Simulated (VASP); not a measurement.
Write the native input for VASP 6.6.1 that does the following.

| Property | Result |
| --- | --- |
| Task | single point |
| Functional | LDA |
| Potentials or basis | VASP PAW LDA potentials, release 64 (Cd, S) |
| Cutoff | 520 eV |
| k mesh | 8 × 8 × 8 |
| Occupations | gaussian, width 0.01 eV |
| Spin | no spin polarisation |
| Dipole correction | no |
| Further INCAR settings | ALGO = Normal; EDIFF = 1e-07; NBANDS = 16 |

The structure of CdS (Hawleyite) lies in POSCAR:

```
CdS
1.0
    2.8782623155      2.8782623155      0.0000000000
   -2.8782623155      2.8782623155      0.0000000000
    0.0000000000      2.8782623155      2.8782623155
Cd S
1 1
Direct
    0.0000000000      0.0000000000      0.0000000000
    0.7500000000      0.2500000000      0.5000000000
```

These files were run (other wordings do the same):

INCAR

```
SYSTEM = CdS
ALGO = Normal
EDIFF = 1E-7
ENCUT = 520
ISIF = 2
ISMEAR = 0
LASPH = .TRUE.
LCHARG = .FALSE.
LREAL = .FALSE.
LWAVE = .FALSE.
NBANDS = 16
NELM = 80
PREC = Accurate
SIGMA = 0.01
```

KPOINTS

```
k-points
0
G
  8 8 8
  0 0 0
```

Potentials or basis: VASP PAW LDA potentials, release 64 (Cd, S).

Launch:

```bash
$ cat potpaw_LDA.64/Cd/POTCAR potpaw_LDA.64/S/POTCAR > POTCAR
$ mpirun -np 1 vasp_std > vasp.out
```

It gave:

| Property | Result |
| --- | --- |
| Pressure | 0.6 GPa |
| Band gap on the k mesh | 0.98 eV, direct |

Wall time 12 s on 1 thread of Intel(R) Xeon(R) Platinum 8559C (Emerald Rapids), on a shared host, peak memory 0.15 GiB.
